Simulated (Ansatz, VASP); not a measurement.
**Two plane-wave programs on HfO2**

```xyz
3
Lattice="0.0000 2.5575 2.5575 2.5575 0.0000 2.5575 2.5575 2.5575 0.0000" Properties=species:S:1:pos:R:3 pbc="T T T"
Hf    0.0000    0.0000    0.0000
O     3.8363    3.8363    3.8363
O     1.2788    1.2788    1.2788
```

Alike in both runs: functional PBEsol; k mesh 9 × 9 × 9; occupations fermi-dirac, width 0.05 eV; no spin polarisation; Hubbard terms Hf d U = 4.0 eV.

|  | VASP | Ansatz |
| --- | --- | --- |
| version | VASP 6.6.1 | Ansatz 0.2.0 |
| potentials or method | VASP PAW PBE potentials, release 64 (Hf_pv, O) | Ansatz PAW |
| plane-wave cutoff (eV) | 520 | 420 |
| valence electrons in the cell | 22 | 38 |
| task | single point | band structure |

Ansatz gave:

```
gap on the k mesh at the Fermi level (eV) : 4.40
least direct gap on the mesh (eV)         : 4.51
pressure (GPa)                            : -4.3
```

Problem. What did VASP give for the same quantities?

Solution. gap on the k mesh at the Fermi level (eV): 4.20; least direct gap on the mesh (eV): 4.32; pressure (GPa): -2.8.

VASP's potentials were made for PBE, not for PBEsol. The programs project onto different local orbitals, so the same U acts differently, and such runs can settle in different states. VASP's potentials hold 22 valence electrons a cell and Ansatz's 38, so a difference there can come from the potentials and not from the codes.

Spin-orbit coupling is off throughout. Noted on Ansatz's run: the k mesh misses the band edges, so the gap on the mesh is wider than the one along the path.
